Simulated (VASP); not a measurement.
# Be3Se2O in VASP: notebook

Be3Se2O is run at these levels: PBE; tasks: single point, relaxation of cell and atoms.

Everything below comes from runs of VASP 6.6.1. Logs are shortened: lines on timing, memory, paths and dates and some standing lists are left out, and cuts for length are marked.

## 1. The cell of the first run

The structure is trigonal, space group P31m (No. 157). The conventional cell has a = 5.787 Å, b = 5.787 Å, c = 4.853 Å, α = 90.00°, β = 90.00°, γ = 120.00°. Within 2.1 Å of Be (site symmetry m) lie 1 O at 1.55 Å. Within 2.8 Å of Se (site symmetry 3) lie 3 Be at 2.14 Å. O (site symmetry 3m) has 3 Be at 1.55 Å within 2.1 Å.

## 2. Single point, PBE

INCAR

```
SYSTEM = Be3Se2O
ALGO = Normal ; EDIFF = 1E-6
ENCUT = 520 ; GGA = PE
ISIF = 2 ; ISMEAR = 0
LASPH = .TRUE. ; LCHARG = .FALSE.
LREAL = .FALSE. ; LWAVE = .FALSE.
NBANDS = 21 ; NELM = 100
PREC = Accurate ; SIGMA = 0.15
```

KPOINTS

```
k-points
0
G
  3 3 3
  0 0 0
```

POSCAR

```
Be3Se2O
1.0
    5.7870403298      0.0000000000      0.0000000000
   -2.8935201649      5.0117239384      0.0000000000
    0.0000000000      0.0000000000      4.8525064593
Be Se O
3 2 1
Direct
    0.7313768061      0.0000000000      0.1874806798
    0.0000000000      0.7313768061      0.1874806798
    0.2686231939      0.2686231939      0.1874806798
    0.3333333333      0.6666666667      0.1989062887
    0.6666666667      0.3333333333      0.1989062887
    0.0000000000      0.0000000000      0.1832427832
```

Potentials or basis: VASP PAW PBE potentials, release 64 (Be, Se, O).

Run with:

```
$ cat potpaw_PBE.64/Be/POTCAR potpaw_PBE.64/Se/POTCAR potpaw_PBE.64/O/POTCAR > POTCAR
$ mpirun -np 1 vasp_std > vasp.out
```

OUTCAR:

```text
SYSTEM = Be3Se2O
   EDIFF = 1E-6
   ENCUT = 520
   GGA = PE
   ISIF = 2
   ISMEAR = 0
   LASPH = .TRUE.
   LREAL = .FALSE.
   NELM = 100
   PREC = Accurate

 ion  position               nearest neighbor table
   1  0.731  0.000  0.187-   6 1.55   5 2.14   4 2.14
   2  0.000  0.731  0.187-   6 1.55   4 2.14   5 2.14
   3  0.269  0.269  0.187-   6 1.55   5 2.14   4 2.14
   4  0.333  0.667  0.199-   2 2.14   1 2.14   3 2.14
   5  0.667  0.333  0.199-   1 2.14   2 2.14   3 2.14
   6  0.000  0.000  0.183-   1 1.55   2 1.55   3 1.55

  LATTYP: Found a hexagonal cell.
 ALAT       =     5.7870403298
 C/A-ratio  =     0.8385126391

  Lattice vectors:

 A1 = (   5.7870403298,   0.0000000000,   0.0000000000)
 A2 = (  -2.8935201649,   5.0117239384,   0.0000000000)
 A3 = (   0.0000000000,   0.0000000000,   4.8525064593)

Analysis of symmetry for initial positions (statically):
=====================================================================
 Subroutine PRICEL returns:
 Original cell was already a primitive cell.

 Routine SETGRP: Setting up the symmetry group for a
 hexagonal supercell.

 Subroutine GETGRP returns: Found  6 space group operations
 (whereof  6 operations were pure point group operations)
 out of a pool of 24 trial point group operations.

The static configuration has the point symmetry C_3v.

Analysis of symmetry for dynamics (positions and initial velocities):
=====================================================================
 Subroutine PRICEL returns:
 Original cell was already a primitive cell.

 Routine SETGRP: Setting up the symmetry group for a
 hexagonal supercell.

 Subroutine GETGRP returns: Found  6 space group operations
 (whereof  6 operations were pure point group operations)
 out of a pool of 24 trial point group operations.

The dynamic configuration has the point symmetry C_3v.

 Subroutine INISYM returns: Found  6 space group operations
 (whereof  6 operations are pure point group operations),
 and found     1 'primitive' translations

----------------------------------------------------------------------------------------

                                     Primitive cell

  volume of cell :     140.7375

  direct lattice vectors                    reciprocal lattice vectors
     5.787040330  0.000000000  0.000000000     0.172799902  0.099766070  0.000000000
    -2.893520165  5.011723938  0.000000000     0.000000000  0.199532139  0.000000000
     0.000000000  0.000000000  4.852506459     0.000000000  0.000000000  0.206079066

  length of vectors
     5.787040330  5.787040330  4.852506459     0.199532139  0.199532139  0.206079066

  position of ions in fractional coordinates (direct lattice)
     0.731376806  0.000000000  0.187480680
     1.000000000  0.731376806  0.187480680
     0.268623194  0.268623194  0.187480680
     0.333333333  0.666666667  0.198906289
     0.666666667  0.333333333  0.198906289
     0.000000000  0.000000000  0.183242783

  ion indices of the primitive-cell ions
   primitive index   ion index
                 1           1
                 2           2
                 3           3
                 4           4
                 5           5
                 6           6

----------------------------------------------------------------------------------------

 KPOINTS: k-points

Automatic generation of k-mesh.
 Grid dimensions read from file:
 generate k-points for:    3    3    3

 Generating k-lattice:

  Cartesian coordinates                     Fractional coordinates (reciprocal lattice)
     0.057599967  0.033255357  0.000000000     0.333333333 -0.000000000  0.000000000
     0.000000000  0.066510713  0.000000000     0.000000000  0.333333333  0.000000000
     0.000000000  0.000000000  0.068693022     0.000000000  0.000000000  0.333333333

  Length of vectors
     0.066510713  0.066510713  0.068693022

  Shift w.r.t. Gamma in fractional coordinates (k-lattice)
     0.000000000  0.000000000  0.000000000

 Subroutine IBZKPT returns following result:
 ===========================================

 Found      7 irreducible k-points:

 Following reciprocal coordinates:
            Coordinates               Weight
  0.000000  0.000000  0.000000      1.000000
  0.333333  0.000000  0.000000      6.000000
  0.333333  0.333333  0.000000      2.000000
  0.000000  0.000000  0.333333      2.000000
  0.333333  0.000000  0.333333     12.000000
  0.333333  0.333333  0.333333      2.000000
 -0.333333 -0.333333  0.333333      2.000000
   k-points           NKPTS =      7   k-points in BZ     NKDIM =      7   number of bands    NBANDS=     21
   number of dos      NEDOS =    301   number of ions     NIONS =      6
   total plane-waves  NPLWV =  82944
   dimension x,y,z NGX =    48 NGY =   48 NGZ =   36
   dimension x,y,z NGXF=    96 NGYF=   96 NGZF=   72
   ions per type =               3   2   1
   NGX,Y,Z   is equivalent  to a cutoff of  13.79, 13.79, 12.33 a.u.
   NGXF,Y,Z  is equivalent  to a cutoff of  27.58, 27.58, 24.67 a.u.
 SYSTEM =  Be3Se2O
   PREC   = accura    normal or accurate (medium, high low for compatibility)
   ISTART =      0    job   : 0-new  1-cont  2-samecut
   ICHARG =      2    charge: 1-file 2-atom 10-const
   ISPIN  =      1    spin polarized calculation?
   LNONCOLLINEAR =      F non collinear calculations
   LSORBIT =      F    spin-orbit coupling
   LASPH  =      T    aspherical Exc in radial PAW
   ENCUT  =  520.0 eV  38.22 Ry    6.18 a.u.  10.76 10.76  9.02*2*pi/ulx,y,z
   NELM   =    100;   NELMIN=  2; NELMDL= -5     # of ELM steps
   EDIFF  = 0.1E-05   stopping-criterion for ELM
   LREAL  =      F    real-space projection
   EDIFFG = 0.1E-04   stopping-criterion for IOM
   NSW    =      0    number of steps for IOM
   IBRION =     -1    ionic relax: 0-MD 1-quasi-New 2-CG
   NFREE  =      0    steps in history (QN), initial steepest desc. (CG)
   ISIF   =      2    stress and relaxation
   ISYM   =      2    0-nonsym 1-usesym 2-fastsym
   POTIM  = 0.5000    time-step for ionic-motion
   TEBEG  =    0.0;   TEEND  =   0.0 temperature during run
   PSTRESS=    0.0 pullay stress
   NELECT =      24.0000    total number of electrons
   NUPDOWN=      -1.0000    fix difference up-down
   EMIN   =  10.00;   EMAX   =-10.00  energy-range for DOS
   EFERMI =   0.00;   METHOD = LEGACY
   ISMEAR =     0;   SIGMA  =   0.15  broadening in eV -4-tet -1-fermi 0-gaus
   EFERMI_NEDOS =   21; number of points for ismear=-14 and -15
   IALGO  =     38    algorithm
   IMIX   =      4    mixing-type and parameters
     AMIX     =   0.40;   BMIX     =  1.00
     AMIX_MAG =   1.60;   BMIX_MAG =  1.00
  volume/ion in A,a.u.               =      23.46       158.29
  Fermi-wavevector in a.u.,A,eV,Ry     =   0.907839  1.715566 11.213527  0.824171
  Thomas-Fermi vector in A             =   2.031694
   LORBIT       =      0    0 simple, 1 ext, 2 COOP (PROOUT), +10 PAW based schemes
   GGA     = PE    functional components
   LHFCALC =     F    Hartree Fock is set to
   AEXX    =    0.0000 exact exchange contribution
   IVDW    =     0    specifies the selected vdW correction
   LEPSILON=     F    determine dielectric tensor
   LRPA    =     F    only Hartree local field effects (RPA)
 non-spin polarized calculation
 Gauss-broadening in eV      SIGMA  =   0.15
  energy-cutoff  :      520.00
  volume of cell :      140.74
 maximum number of plane-waves:      3807
 NGX is ok and might be reduce to    48
   NGX = 21   NGY = 21   NGZ = 19

 number of electron      23.9999998 magnetization

 Free energy of the ion-electron system (eV)
  ---------------------------------------------------
  ext. energy  EPLUGINS =         0.00000000
  ---------------------------------------------------
  free energy    TOTEN  =       -30.44139139 eV

  energy without entropy =      -30.44139139  energy(sigma->0) =      -30.44139139

 E-fermi :   0.8891     XC(G=0):  -7.0079

 val. band max:        0.1907115555   @ k =   0.0000   0.0000   0.0000
 cond. band min:       2.8635041248   @ k =   0.0000   0.0000   0.0000
 fundamental gap:      2.6727925692
 Fermi energy:         0.8891377870

 k-point     1 :       0.0000    0.0000    0.0000
  band No.  band energies     occupation
      1     -19.4978      2.00000
      2     -12.6936      2.00000
      3     -11.2982      2.00000
      4      -6.2704      2.00000
      5      -6.2704      2.00000
      6      -4.2362      2.00000
      7      -4.2362      2.00000
      8      -4.1814      2.00000
      9      -1.5236      2.00000
     10      -1.5236      2.00000
     11      -1.3611      2.00000
     12       0.1907      2.00000
     13       2.8635      0.00000
     14       4.7323      0.00000
     15       4.7323      0.00000
     16       6.0461      0.00000
     17       7.2994      0.00000
     18       7.2994      0.00000
     19       7.7818      0.00000
     20       7.7818      0.00000
     21       8.2605      0.00000

 k-point     2 :       0.3333    0.0000    0.0000
  band No.  band energies     occupation
      1     -19.4963      2.00000
      2     -12.4793      2.00000
      3     -11.6763      2.00000
      4      -6.3307      2.00000
      5      -6.0816      2.00000
      6      -4.1006      2.00000
      7      -4.0843      2.00000
      8      -3.6823      2.00000
      9      -2.1052      2.00000
     10      -1.4421      2.00000
     11      -1.2857      2.00000
     12      -0.3089      2.00000
     13       3.8767      0.00000
     14       4.6002      0.00000
     15       5.0107      0.00000
     16       5.2139      0.00000
     17       5.8015      0.00000
     18       6.4395      0.00000
     19       6.7916      0.00000
     20       7.2743      0.00000
     21       7.9845      0.00000

 k-point     3 :       0.3333    0.3333    0.0000
  band No.  band energies     occupation
      1     -19.4956      2.00000
      2     -12.1201      2.00000
      3     -12.1201      2.00000
      4      -6.0722      2.00000
      5      -6.0722      2.00000
      6      -4.6432      2.00000
      7      -4.0427      2.00000
      8      -2.7538      2.00000
      9      -2.7538      2.00000
     10      -0.9989      2.00000
     11      -0.9170      2.00000
     12      -0.9170      2.00000
     13       3.6433      0.00000
     14       4.9191      0.00000
     15       5.2540      0.00000
     16       5.2540      0.00000
     17       5.8676      0.00000
     18       5.8676      0.00000
     19       6.1625      0.00000
     20       6.1625      0.00000
     21       6.7610      0.00000

 k-point     4 :       0.0000    0.0000    0.3333
  band No.  band energies     occupation
      1     -19.4962      2.00000
      2     -12.6697      2.00000
      3     -11.2821      2.00000
      4      -6.2608      2.00000
      5      -6.2608      2.00000
      6      -4.3279      2.00000
      7      -4.1976      2.00000
      8      -4.1976      2.00000
      9      -1.7959      2.00000
     10      -1.4938      2.00000
     11      -1.4938      2.00000
     12      -0.1084      2.00000
     13       4.0594      0.00000
     14       4.0734      0.00000
     15       4.0734      0.00000
     16       6.2439      0.00000
     17       7.1308      0.00000
     18       7.1308      0.00000
     19       7.4120      0.00000
     20       7.4120      0.00000
     21       8.4731      0.00000

 k-point     5 :       0.3333    0.0000    0.3333
  band No.  band energies     occupation
      1     -19.4946      2.00000
      2     -12.4566      2.00000
      3     -11.6580      2.00000
      4      -6.3160      2.00000
      5      -6.0733      2.00000
      6      -4.2043      2.00000
      7      -4.0576      2.00000
      8      -3.6398      2.00000
      9      -2.0671      2.00000
     10      -1.7422      2.00000
     11      -1.4179      2.00000
     12      -0.6793      2.00000
     13       3.7639      0.00000
     14       4.2283      0.00000
     15       5.1267      0.00000
     16       5.3781      0.00000
     17       5.9929      0.00000
     18       6.5122      0.00000
     19       7.7488      0.00000
     20       7.9324      0.00000
     21       8.4435      0.00000

 k-point     6 :       0.3333    0.3333    0.3333
  band No.  band energies     occupation
      1     -19.4939      2.00000
      2     -12.0992      2.00000
      3     -12.0992      2.00000
      4      -6.0637      2.00000
      5      -6.0637      2.00000
      6      -4.5926      2.00000
      7      -4.1303      2.00000
      8      -2.7226      2.00000
      9      -2.7226      2.00000
     10      -1.3588      2.00000
     11      -1.3588      2.00000
     12      -0.9839      2.00000
     13       3.6249      0.00000
     14       4.3351      0.00000
     15       5.1601      0.00000
     16       5.1601      0.00000
     17       5.6329      0.00000
     18       5.6329      0.00000
     19       7.9558      0.00000
     20       7.9558      0.00000
     21       8.4392      0.00000

 k-point     7 :      -0.3333   -0.3333    0.3333
  band No.  band energies     occupation
      1     -19.4939      2.00000
      2     -12.0992      2.00000
      3     -12.0992      2.00000
      4      -6.0640      2.00000
      5      -6.0640      2.00000
      6      -4.5916      2.00000
      7      -4.1314      2.00000
      8      -2.7225      2.00000
      9      -2.7225      2.00000
     10      -1.3575      2.00000
     11      -1.3575      2.00000
     12      -0.9839      2.00000
     13       3.6201      0.00000
     14       4.3437      0.00000
     15       5.1314      0.00000
     16       5.1314      0.00000
     17       5.6469      0.00000
     18       5.6469      0.00000
     19       7.9944      0.00000
     20       7.9944      0.00000
     21       8.4014      0.00000

------------------------ aborting loop because EDIFF is reached ----------------------------------------

  FORCE on cell =-STRESS in cart. coord.  units (eV):
  Direction    XX          YY          ZZ          XY          YZ          ZX
  --------------------------------------------------------------------------------------
  -------------------------------------------------------------------------------------
  Total       -0.4345378     -0.4345378      0.2100079      0.0000000      0.0000000      0.0000000
  in kB       -4.9468463     -4.9468463      2.3907621      0.0000000      0.0000000      0.0000000
  external PRESSURE =      -2.5009768 kB  Pullay stress =       0.0000000 kB

 VOLUME and BASIS-vectors are now :
 -----------------------------------------------------------------------------
  energy-cutoff  :      520.00
  volume of cell :      140.74
      direct lattice vectors                 reciprocal lattice vectors
     5.787040330  0.000000000  0.000000000     0.172799902  0.099766070  0.000000000
    -2.893520165  5.011723938  0.000000000     0.000000000  0.199532139  0.000000000
     0.000000000  0.000000000  4.852506459     0.000000000  0.000000000  0.206079066

 POSITION                                       TOTAL-FORCE (eV/Angst)
 -----------------------------------------------------------------------------------
      4.23251      0.00000      0.90975        -0.001145     -0.000000      0.005241
     -2.11625      3.66546      0.90975         0.000573     -0.000992      0.005241
      0.77727      1.34627      0.90975         0.000573      0.000992      0.005241
     -0.00000      3.34115      0.96519         0.000000     -0.000000     -0.015156
      2.89352      1.67057      0.96519        -0.000000      0.000000     -0.015156
      0.00000      0.00000      0.88919        -0.000000     -0.000000      0.014590
 -----------------------------------------------------------------------------------
    total drift:                                0.000001      0.000001      0.000482

  FREE ENERGIE OF THE ION-ELECTRON SYSTEM (eV)
  ---------------------------------------------------
  free  energy   TOTEN  =       -30.4413913866 eV

  energy  without entropy=      -30.4413913866  energy(sigma->0) =      -30.44139139
```

Run time: 32 s. Hardware: 1 thread of Intel Xeon Platinum 8259CL at 2.50GHz (Skylake/Cascade Lake), shared host; peak memory 0.27 GiB.

Results:

* Free energy: -30.4414 eV
* Pressure: -0.3 GPa
* Largest force: 0.015 eV/Å
* Band gap on the k mesh: 2.67 eV, direct

Forces in eV/Å, atoms in the order of the input:
```
Be  -0.001  0.000  0.005
Be   0.001 -0.001  0.005
Be   0.001  0.001  0.005
Se   0.000  0.000 -0.015
Se   0.000  0.000 -0.015
O    0.000  0.000  0.015
```

Levels at points of the mesh, in eV from the valence-band top:
| k point | band 8 | band 9 | band 10 | band 11 | band 12 | band 13 | band 14 | band 15 | band 16 | band 17 |
| --- | --- | --- | --- | --- | --- | --- | --- | --- | --- | --- |
| (0.00, 0.00, 0.00) | -4.37 | -1.71 | -1.71 | -1.55 | 0.00 | 2.67 | 4.54 | 4.54 | 5.86 | 7.11 |

Caveat: the k points lie up to 0.43 Å⁻¹ apart; this functional lacks dispersion, which binds the layers, so the pressure and a relaxed spacing across them are unreliable. PBE gaps usually lie below the measured ones, often by a third to a half.

(Part 1 of 2 ends here.)
